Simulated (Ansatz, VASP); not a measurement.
**Na in VASP and in Ansatz**

Contents of INCAR:

```
PREC     = Accurate       # precision mode
ENCUT    = 520            # plane-wave cutoff, eV
EDIFF    = 1E-6           # SCF threshold, eV
ISMEAR   = 0              # smearing method
SIGMA    = 0.15           # smearing width, eV
LREAL    = F              # projectors in reciprocal space
LASPH    = T              # aspherical terms in the spheres
NELM     = 60             # most SCF steps
ALGO     = Fast           # electronic algorithm
ISIF     = 2              # what is computed and relaxed
LWAVE    = F              # write WAVECAR
LCHARG   = T              # write CHGCAR
GGA      = PS             # functional
LELF     = T              # ELF
LVHAR    = T            
NBANDS   = 14             # bands
```

File KPOINTS:

```
regular mesh
0
Gamma
  12 12 10
```

POSCAR

```
Na
1.0
    0.0000000000     -3.7893872139      0.0000000000
   -3.7893872139      0.0000000000      0.0000000000
    0.0000000000      0.0000000000     -5.3114276831
Na
2
Direct
    0.5000000000      0.6094671979      0.5000000000
    0.0000000000     -0.1094671979      0.0000000000
```

Input for Ansatz:

```yaml
crystal:
  lattice:
    - [0.0, -3.7893872139, 0.0]
    - [-3.7893872139, 0.0, 0.0]
    - [0.0, 0.0, -5.3114276831]
  atoms:
    - { symbol: Na, position: [0.5, 0.6094671979, 0.5] }
    - { symbol: Na, position: [0.0, -0.1094671979, 0.0] }
basis:
  ecutwfc: 520.0
kpoints:
  mp_grid: { grid: [12, 12, 10] }
hamiltonian:
  xc: pbesol
scf:
  occupations: { method: gaussian, width: 0.15 }
output:
  forces: true
  stress: true
  eigenvalues: true
```

Change from the starting cell: mode 4 frozen in at -0.408 Å, equal normal strain along x, y and z +0.0167.

Alike in both runs: task single point; functional PBEsol; k mesh 12 × 12 × 10; occupations gaussian, width 0.15 eV; no spin polarisation.

|  | VASP | Ansatz |
| --- | --- | --- |
| version | VASP 6.6.1 | Ansatz 0.2.0 |
| potentials or method | VASP PAW PBE potentials, release 64 (Na_pv), cutoff 520 eV | scalar-relativistic, plane waves, PAW |
| valence electrons in the cell | 14 | 18 |

```csv
,VASP,Ansatz,Ansatz less VASP
gap on the k mesh at the Fermi level (eV),none,none,-
pressure (GPa),0.0,0.0,0.00
"traceless stress, the component that is largest in VASP (GPa)",-0.85,-0.85,0.000
rms of the force components (eV/Å),0.126,0.126,+0.0002
```

VASP's potentials were made for PBE, not for PBEsol. Atom by atom the forces differ by 0.000 eV/Å (rms over components). A gap of «none» marks a metal or a gap that the smearing closes. With one functional, cell and mesh, what is left measures potentials, basis and numerics. VASP's potentials hold 14 valence electrons a cell and Ansatz's 18, so a difference there can come from the potentials and not from the codes.
